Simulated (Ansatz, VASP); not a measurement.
## Li2O in VASP and in Ansatz

```
CELL_PARAMETERS angstrom
0.00000 2.31242 2.31242
2.31242 0.00000 2.31242
2.31242 2.31242 0.00000
ATOMIC_POSITIONS crystal
O 0.00000 0.00000 0.00000
Li 0.25000 0.25000 0.25000
Li 0.75000 0.75000 0.75000
```

Alike in both runs: functional PBE; k mesh 8 × 8 × 8; occupations gaussian, width 0.02 eV; no spin polarisation.

Ansatz relaxed the structure, and its values are those at the end. VASP's run is a single point on that final structure, the one shown.

|  | VASP | Ansatz |
| --- | --- | --- |
| version | VASP 6.6.1 | Ansatz 0.2.0 |
| potentials or method | VASP PAW PBE potentials, release 64 (O, Li_sv), cutoff 750 eV | scalar-relativistic, plane waves, PAW |
| valence electrons in the cell | 12 | 12 |

```tsv
	VASP	Ansatz	Ansatz less VASP
gap on the k mesh at the Fermi level (eV)	4.97	4.99	+0.013
least direct gap on the mesh (eV)	5.24	5.24	0.000
pressure (GPa)	-0.3	0.0	+0.27
```

With one functional, cell and mesh, what is left measures potentials, basis and numerics.
